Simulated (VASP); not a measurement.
# CuSi16 (a cell with a defect) in VASP: single point with PBE+D3(BJ)

Aim: the single point of CuSi16 (a cell with a defect) with PBE+D3(BJ).

Everything below comes from runs of VASP 6.6.1. Logs are shortened: lines on timing, memory, paths and dates and some standing lists are left out, and cuts for length are marked.

### Step 1. The cell of the first run

The cell holds a defect, 17 atoms: a = 7.679 Å, b = 7.679 Å, c = 7.679 Å, α = 60.00°, β = 60.00°, γ = 60.00°.

### Step 2. Single point, PBE+D3(BJ)

Input file INCAR:

```
SYSTEM = CuSi16
PREC = Accurate
ENCUT = 520
EDIFF = 1E-6
ISMEAR = 0
SIGMA = 0.02
LREAL = Auto
LASPH = .True.
NELM = 100
ALGO = Normal
ISIF = 2
LWAVE = .False.
LCHARG = .False.
GGA = PE
IVDW = 12
NBANDS = 52
NELECT = 74.0
```

Input file KPOINTS:

```
Automatic mesh
0
Gamma
  2 2 2
  0 0 0
```

Input file POSCAR:

```
CuSi16
1.0
    0.0000000000      5.4300000000      5.4300000000
    5.4300000000      0.0000000000      5.4300000000
    5.4300000000      5.4300000000      0.0000000000
Si Cu
16 1
Direct
   -0.0024719153     -0.0103927256     -0.0024433702
    0.1214641805      0.1131048803      0.1214599448
   -0.0032968692      0.0063583794      0.4931924494
    0.1273093002      0.1158465009      0.6252829650
    0.0019318600      0.4877720074      0.0017821363
    0.1243123389      0.6158110497      0.1243230203
    0.0104813076      0.4903120626      0.4970452118
    0.1338080110      0.6168616022      0.6216693370
    0.4932096685      0.0063654696     -0.0034326888
    0.6252441989      0.1158116022      0.1272780847
    0.4999687845      0.0083358195      0.4999348987
    0.6143994475      0.1550233886      0.6143145488
    0.4970384899      0.4902823204      0.0104294659
    0.6217947514      0.6168932781      0.1335468692
    0.5015618785      0.5264036832      0.5012841621
    0.6360103131      0.6279585635      0.6359847145
    0.7619918969      0.7847703499      0.7617403315
```

Potentials or basis: VASP PAW PBE potentials, release 64 (Si, Cu).

On the command line:

```console
> cat potpaw_PBE.64/Si/POTCAR potpaw_PBE.64/Cu/POTCAR > POTCAR
> mpirun -np 1 vasp_std > vasp.out
```

OUTCAR:

```text
SYSTEM = CuSi16
   PREC = Accurate
   ENCUT = 520
   EDIFF = 1E-6
   ISMEAR = 0
   LREAL = Auto
   LASPH = .True.
   NELM = 100
   ISIF = 2
   GGA = PE
   IVDW = 12
   NELECT = 74.0
 IVDW          = 12

 ion  position               nearest neighbor table
   1  0.998  0.990  0.998-   2 2.33   4 2.33  10 2.33   6 2.34
   2  0.121  0.113  0.121-   1 2.33   3 2.33   9 2.33   5 2.35
   3  0.997  0.006  0.493-   2 2.33   4 2.34  12 2.40   8 2.44  17 2.50
   4  0.127  0.116  0.625-   1 2.33   3 2.34  11 2.34   7 2.35
   5  0.002  0.488  0.002-   6 2.34   2 2.35   8 2.38  14 2.38  17 2.64
   6  0.124  0.616  0.124-   7 2.34  13 2.34   5 2.34   1 2.34
   7  0.010  0.490  0.497-   6 2.34   8 2.35   4 2.35  16 2.35
   8  0.134  0.617  0.622-  15 2.32   7 2.35  17 2.37   5 2.38   3 2.44
   9  0.493  0.006  0.997-   2 2.33  10 2.34  12 2.40  14 2.44  17 2.50
  10  0.625  0.116  0.127-   1 2.33   9 2.34  11 2.34  13 2.35
  11  0.500  0.008  0.500-   4 2.34  10 2.34  12 2.36  16 2.39  17 2.86
  12  0.614  0.155  0.614-  15 2.33  17 2.34  11 2.36   9 2.40   3 2.40
  13  0.497  0.490  0.010-   6 2.34  14 2.35  10 2.35  16 2.35
  14  0.622  0.617  0.134-  15 2.32  13 2.35  17 2.37   5 2.38   9 2.44
  15  0.502  0.526  0.501-  14 2.32   8 2.32  16 2.33  12 2.33
  16  0.636  0.628  0.636-  15 2.33  13 2.35   7 2.35  11 2.39  17 2.57
  17  0.762  0.785  0.762-  12 2.34   8 2.37  14 2.37   3 2.50   9 2.50  16 2.57   5 2.64  11 2.86

  LATTYP: Found a face centered cubic cell.
 ALAT       =    10.8600000000

  Lattice vectors:

 A1 = (   0.0000000000,   5.4300000000,   5.4300000000)
 A2 = (   5.4300000000,   0.0000000000,   5.4300000000)
 A3 = (   5.4300000000,   5.4300000000,   0.0000000000)

Analysis of symmetry for initial positions (statically):
=====================================================================
 Subroutine PRICEL returns:
 Original cell was already a primitive cell.

 Routine SETGRP: Setting up the symmetry group for a
 face centered cubic supercell.

 Subroutine GETGRP returns: Found  1 space group operations
 (whereof  1 operations were pure point group operations)
 out of a pool of 48 trial point group operations.

The static configuration has the point symmetry C_1 .

Analysis of symmetry for dynamics (positions and initial velocities):
=====================================================================
 Subroutine PRICEL returns:
 Original cell was already a primitive cell.

 Routine SETGRP: Setting up the symmetry group for a
 face centered cubic supercell.

 Subroutine GETGRP returns: Found  1 space group operations
 (whereof  1 operations were pure point group operations)
 out of a pool of 48 trial point group operations.

The dynamic configuration has the point symmetry C_1 .

 Subroutine INISYM returns: Found  1 space group operations
 (whereof  1 operations are pure point group operations),
 and found     1 'primitive' translations

----------------------------------------------------------------------------------------

                                     Primitive cell

  volume of cell :     320.2060

  direct lattice vectors                    reciprocal lattice vectors
     0.000000000  5.430000000  5.430000000    -0.092081031  0.092081031  0.092081031
     5.430000000  0.000000000  5.430000000     0.092081031 -0.092081031  0.092081031
     5.430000000  5.430000000  0.000000000     0.092081031  0.092081031 -0.092081031

  length of vectors
     7.679179644  7.679179644  7.679179644     0.159489025  0.159489025  0.159489025

  position of ions in fractional coordinates (direct lattice)
     0.997528085  0.989607274  0.997556630
     0.121464180  0.113104880  0.121459945
     0.996703131  0.006358379  0.493192449
     0.127309300  0.115846501  0.625282965
     0.001931860  0.487772007  0.001782136
     0.124312339  0.615811050  0.124323020
[... 9 lines left out ...]
     0.636010313  0.627958564  0.635984714
     0.761991897  0.784770350  0.761740332

  ion indices of the primitive-cell ions
   primitive index   ion index
                 1           1
                 2           2
                 3           3
                 4           4
                 5           5
                 6           6
[... 9 lines left out ...]
                16          16
                17          17

----------------------------------------------------------------------------------------

 KPOINTS: Automatic mesh

Automatic generation of k-mesh.
 Grid dimensions read from file:
 generate k-points for:    2    2    2

 Generating k-lattice:

  Cartesian coordinates                     Fractional coordinates (reciprocal lattice)
    -0.046040516  0.046040516  0.046040516     0.500000000  0.000000000  0.000000000
     0.046040516 -0.046040516  0.046040516     0.000000000  0.500000000  0.000000000
     0.046040516  0.046040516 -0.046040516     0.000000000  0.000000000  0.500000000

  Length of vectors
     0.079744512  0.079744512  0.079744512

  Shift w.r.t. Gamma in fractional coordinates (k-lattice)
     0.000000000  0.000000000  0.000000000

 Subroutine IBZKPT returns following result:
 ===========================================

 Found      8 irreducible k-points:

 Following reciprocal coordinates:
            Coordinates               Weight
  0.000000  0.000000  0.000000      1.000000
  0.500000  0.000000  0.000000      1.000000
  0.000000  0.500000  0.000000      1.000000
  0.000000  0.000000  0.500000      1.000000
  0.500000  0.500000  0.500000      1.000000
  0.500000  0.500000  0.000000      1.000000
  0.000000  0.500000  0.500000      1.000000
  0.500000  0.000000  0.500000      1.000000
   k-points           NKPTS =      8   k-points in BZ     NKDIM =      8   number of bands    NBANDS=     52
   number of dos      NEDOS =    301   number of ions     NIONS =     17
   total plane-waves  NPLWV = 216000
   dimension x,y,z NGX =    60 NGY =   60 NGZ =   60
   dimension x,y,z NGXF=   120 NGYF=  120 NGZF=  120
   ions per type =              16   1
   NGX,Y,Z   is equivalent  to a cutoff of  12.99, 12.99, 12.99 a.u.
   NGXF,Y,Z  is equivalent  to a cutoff of  25.98, 25.98, 25.98 a.u.
 SYSTEM =  CuSi16
   PREC   = accura    normal or accurate (medium, high low for compatibility)
   ISTART =      0    job   : 0-new  1-cont  2-samecut
   ICHARG =      2    charge: 1-file 2-atom 10-const
   ISPIN  =      1    spin polarized calculation?
   LNONCOLLINEAR =      F non collinear calculations
   LSORBIT =      F    spin-orbit coupling
   LASPH  =      T    aspherical Exc in radial PAW
   ENCUT  =  520.0 eV  38.22 Ry    6.18 a.u.  14.28 14.28 14.28*2*pi/ulx,y,z
   NELM   =    100;   NELMIN=  2; NELMDL= -5     # of ELM steps
   EDIFF  = 0.1E-05   stopping-criterion for ELM
   LREAL  =      T    real-space projection
   EDIFFG = 0.1E-04   stopping-criterion for IOM
   NSW    =      0    number of steps for IOM
   IBRION =     -1    ionic relax: 0-MD 1-quasi-New 2-CG
   NFREE  =      0    steps in history (QN), initial steepest desc. (CG)
   ISIF   =      2    stress and relaxation
   ISYM   =      2    0-nonsym 1-usesym 2-fastsym
   POTIM  = 0.5000    time-step for ionic-motion
   TEBEG  =    0.0;   TEEND  =   0.0 temperature during run
   PSTRESS=    0.0 pullay stress
   NELECT =      74.0000    total number of electrons
   NUPDOWN=      -1.0000    fix difference up-down
   EMIN   =  10.00;   EMAX   =-10.00  energy-range for DOS
   EFERMI =   0.00;   METHOD = LEGACY
   ISMEAR =     0;   SIGMA  =   0.02  broadening in eV -4-tet -1-fermi 0-gaus
   EFERMI_NEDOS =   21; number of points for ismear=-14 and -15
   IALGO  =     38    algorithm
   IMIX   =      4    mixing-type and parameters
     AMIX     =   0.40;   BMIX     =  1.00
     AMIX_MAG =   1.60;   BMIX_MAG =  1.00
  volume/ion in A,a.u.               =      18.84       127.11
  Fermi-wavevector in a.u.,A,eV,Ry     =   1.004636  1.898488 13.732283  1.009294
  Thomas-Fermi vector in A             =   2.137265
   LORBIT       =      0    0 simple, 1 ext, 2 COOP (PROOUT), +10 PAW based schemes
   GGA     = PE    functional components
   LHFCALC =     F    Hartree Fock is set to
   AEXX    =    0.0000 exact exchange contribution
   IVDW    =    12    specifies the selected vdW correction
   LEPSILON=     F    determine dielectric tensor
   LRPA    =     F    only Hartree local field effects (RPA)
 non-spin polarized calculation
 Gauss-broadening in eV      SIGMA  =   0.02
  energy-cutoff  :      520.00
  volume of cell :      320.21
 maximum number of plane-waves:      8646
 NGX is ok and might be reduce to    60
   NGX = 29   NGY = 29   NGZ = 29

 number of electron      74.0000001 magnetization

 Free energy of the ion-electron system (eV)
  ---------------------------------------------------
  ext. energy  EPLUGINS =         0.00000000
  ---------------------------------------------------
  free energy    TOTEN  =       -94.22014874 eV

  energy without entropy =      -94.22014874  energy(sigma->0) =      -94.22014874

 E-fermi :   6.3801     XC(G=0):  -9.6083

 val. band max:        6.2803889695   @ k =   0.0000   0.0000   0.0000
 cond. band min:       6.4972497995   @ k =   0.0000   0.0000   0.0000
 fundamental gap:      0.2168608301
 Fermi energy:         6.3801014452

 k-point     1 :       0.0000    0.0000    0.0000
  band No.  band energies     occupation
      1      -5.8954      2.00000
      2      -3.5330      2.00000
      3      -3.5175      2.00000
      4      -3.4848      2.00000
      5      -3.4667      2.00000
      6      -2.0314      2.00000
[... 41 lines left out ...]
     48       8.4691      0.00000
     49       8.6294      0.00000

 k-point     2 :       0.5000    0.0000    0.0000
  band No.  band energies     occupation
      1      -5.2095      2.00000
      2      -4.9536      2.00000
      3      -3.3025      2.00000
      4      -3.2624      2.00000
      5      -3.1608      2.00000
      6      -3.0370      2.00000
[... 304 lines left out ...]
 k-point     8 :       0.5000    0.0000    0.5000
  band No.  band energies     occupation
      1      -4.9279      2.00000
      2      -4.7278      2.00000
      3      -3.8757      2.00000
      4      -3.7676      2.00000
      5      -3.7594      2.00000
      6      -3.7315      2.00000
[... 41 lines left out ...]
     48      10.4849      0.00000
     49      10.5239      0.00000
 [bands above 49 left out]

------------------------ aborting loop because EDIFF is reached ----------------------------------------

 Edisp (eV)   -5.67007

 E8    (eV) :    -2.3517

  FORCE on cell =-STRESS in cart. coord.  units (eV):
  Direction    XX          YY          ZZ          XY          YZ          ZX
  --------------------------------------------------------------------------------------
  -------------------------------------------------------------------------------------
  Total      -7.34994    -7.99820    -7.34479    -0.09358    -0.09248    -0.55936
  in kB     -36.77604   -40.01964   -36.75029    -0.46822    -0.46275    -2.79883
  external pressure =      -37.85 kB  Pullay stress =        0.00 kB

 VOLUME and BASIS-vectors are now :
 -----------------------------------------------------------------------------
  energy-cutoff  :      520.00
  volume of cell :      320.21
      direct lattice vectors                 reciprocal lattice vectors
     0.000000000  5.430000000  5.430000000    -0.092081031  0.092081031  0.092081031
     5.430000000  0.000000000  5.430000000     0.092081031 -0.092081031  0.092081031
     5.430000000  5.430000000  0.000000000     0.092081031  0.092081031 -0.092081031

 POSITION                                       TOTAL-FORCE (eV/Angst)
 -----------------------------------------------------------------------------------
     10.79030     10.83331     10.79014        -0.001630     -0.007264     -0.001799
      1.27369      1.31908      1.27371        -0.002569     -0.003287     -0.001788
      2.71256      8.09013      5.44662        -0.004731     -0.002015      0.004686
      4.02433      4.08658      1.32034        -0.002682     -0.004524      0.002260
      2.65828      0.02017      2.65909        -0.000231      0.003565     -0.000476
      4.01893      1.35009      4.01887        -0.001056     -0.002295     -0.000798
[... 9 lines left out ...]
      6.86321      6.90693      6.86335        -0.001512     -0.004717     -0.001028
      8.39755      8.27387      8.39892         0.002452      0.016040      0.002142
 -----------------------------------------------------------------------------------
    total drift:                                0.001934      0.000500      0.003613

  FREE ENERGIE OF THE ION-ELECTRON SYSTEM (eV)
  ---------------------------------------------------
  free  energy   TOTEN  =       -99.8902179335 eV

  energy  without entropy=      -99.8902179335  energy(sigma->0) =      -99.89021793
```

Wall time 9.2 min (1 thread of Intel Xeon 8259CL, shared host); peak memory 0.49 GiB.

What came out:

```yaml
Free_energy: -99.8902 eV
Largest_force: 0.016 eV/Å
Dispersion_energy_per_atom: -0.334 eV
```

Forces on the atoms (eV/Å):
```
Si  -0.002 -0.007 -0.002
Si  -0.003 -0.003 -0.002
Si  -0.005 -0.002  0.005
Si  -0.003 -0.005  0.002
Si   0.000  0.004  0.000
Si  -0.001 -0.002 -0.001
Si   0.003 -0.003  0.002
Si  -0.004  0.007  0.010
Si   0.005 -0.001 -0.005
Si   0.003 -0.004 -0.002
Si  -0.003 -0.004 -0.003
Si   0.001 -0.002  0.001
Si   0.001 -0.004  0.003
Si   0.009  0.008 -0.005
Si  -0.004  0.008 -0.005
Si  -0.002 -0.005 -0.001
Cu   0.002  0.016  0.002
```

Caveat: the k points lie up to 0.50 Å⁻¹ apart; the cell carries a net charge on a neutralising background, which shifts energy and pressure; the cell is charged against a uniform background, so pressure and absolute levels hang on convention.
